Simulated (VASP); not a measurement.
Mo: single point with PBE

System: Mo, a wire with vacuum.

```
Mo
1.0
    11.60000    0.00000    0.00000
     0.00000    9.30000    0.00000
     0.00000    0.00000    4.87905
Mo
4
Direct
  0.40294 0.50000 0.00000
  0.40294 0.50000 0.50000
  0.59706 0.50000 0.00000
  0.59706 0.50000 0.50000
```

```json
{"Program": "VASP 6.6.1", "Task": "single point", "Functional": "PBE", "Potentials or basis": "VASP PAW PBE potentials, release 64 (Mo_sv)", "Cutoff": "520 eV", "k mesh": "1 × 1 × 13", "Occupations": "gaussian, width 0.05 eV", "Spin": "collinear spin", "Starting moments": "[1.5, 1.5, 1.5, 1.5] μB", "Dipole correction": "no", "Further INCAR settings": "ALGO = Normal; EDIFF = 1e-06; NBANDS = 40"}
```

```yaml
Largest_force: 0.154 eV/Å
Net_moment: 0.63 μB per cell
Site_moments: Mo +0.08 μB
Valence_electrons_inside_the_program's_atomic_spheres: Mo 12.75
```

Forces on the atoms (eV/Å):
```
Mo  -0.154  0.000  0.000
Mo  -0.154  0.000  0.000
Mo   0.154  0.000  0.000
Mo   0.154  0.000  0.000
```

Levels at points of the mesh, in eV from the Fermi level:
Spin up:
| k point | band 25 | band 26 | band 27 | band 28 | band 29 | band 30 | band 31 | band 32 |
| --- | --- | --- | --- | --- | --- | --- | --- | --- |
| (0.00, 0.00, 0.00) | -0.92 | -0.79 | -0.61 | -0.23 | 0.78 | 1.05 | 1.25 | 1.27 |
Spin down:
| k point | band 24 | band 25 | band 26 | band 27 | band 28 | band 29 | band 30 | band 31 | band 32 | band 33 |
| --- | --- | --- | --- | --- | --- | --- | --- | --- | --- | --- |
| (0.00, 0.00, 0.00) | -1.58 | -0.88 | -0.75 | -0.43 | -0.07 | 0.90 | 1.18 | 1.36 | 1.39 | 2.03 |

Run time: 5 min on 1 thread of Intel(R) Xeon(R) 6975P-C (Granite Rapids), with other jobs on the host, peak memory 0.74 GiB.

Caveat: a moment this small can come from the mesh or the smearing.
